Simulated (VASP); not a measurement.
## Cd: single point with LDA

Cd:

```xyz
1
Lattice="-1.7843 1.7843 1.7843 1.7843 -1.7843 1.7843 1.7843 1.7843 -1.7843" Properties=species:S:1:pos:R:3 pbc="T T T"
Cd    0.0000    0.0000    0.0000
```

```json
{
 "Program": "VASP 6.6.1",
 "Task": "single point",
 "Functional": "LDA",
 "Potentials or basis": "VASP PAW LDA potentials, release 64 (Cd)",
 "Cutoff": "520 eV",
 "k mesh": "12 × 12 × 12",
 "Occupations": "gaussian, width 0.05 eV",
 "Spin": "no spin polarisation",
 "Dipole correction": "no",
 "Further INCAR settings": "ALGO = Normal; EDIFF = 1e-06; NBANDS = 12"
}
```

```yaml
Pressure: -4.7 GPa
Band_gap_on_the_k_mesh: zero (band 6 reaches 5.71 eV, above the bottom of band 7 at 1.33 eV)
```

Levels at points of the mesh, in eV from the Fermi level:
```
           k point  band 4  band 5  band 6  band 7  band 8  band 9
(0.00, 0.00, 0.00)   -8.52   -8.43   -8.43   15.47   15.47   15.47
(0.50, 0.00, 0.00)   -8.41   -8.02   -1.93   -0.97    9.10    9.95
(0.50, 0.50, 0.50)   -8.12   -8.12    3.41    3.41    3.41    5.38
```

Wall time 27 s on 1 thread of AMD EPYC 7R13, with other jobs on the host, peak memory 0.11 GiB.
